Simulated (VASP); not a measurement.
Here is a VASP 6.6.1 calculation.

File INCAR:

```
SYSTEM = GaCo
PREC = Accurate
ENCUT = 520
EDIFF = 1E-6
ISMEAR = -1
SIGMA = 0.05
LREAL = .FALSE.
LASPH = .TRUE.
NELM = 150
ALGO = Normal
ISIF = 2
LWAVE = .FALSE.
LCHARG = .TRUE.
ISPIN = 2
MAGMOM = 0 4
LORBIT = 11
NUPDOWN = 4.0
LMAXMIX = 4
GGA = PE
LELF = .TRUE.
LVHAR = .TRUE.
NBANDS = 22
```

File KPOINTS:

```
regular mesh
0
G
  8 8 8
  0 0 0
```

Contents of POSCAR:

```
GaCo
1.0
    2.8780000000      0.0000000000      0.0000000000
    0.0000000000      2.8780000000      0.0000000000
    0.0000000000      0.0000000000      2.8780000000
Ga Co
1 1
Direct
    0.5000000000      0.5000000000      0.5000000000
    0.0000000000      0.0000000000      0.0000000000
```

Potentials or basis: VASP PAW PBE potentials, release 64 (Ga_d, Co).

Launch:

```sh
$ cat potpaw_PBE.64/Ga_d/POTCAR potpaw_PBE.64/Co/POTCAR > POTCAR
$ mpirun -np 1 vasp_std > vasp.out
```

Q: Predict the pressure.

A: 56.9 GPa.

Caveat: the cell stands under pressure; the total moment is fixed, so each spin has its own Fermi level.
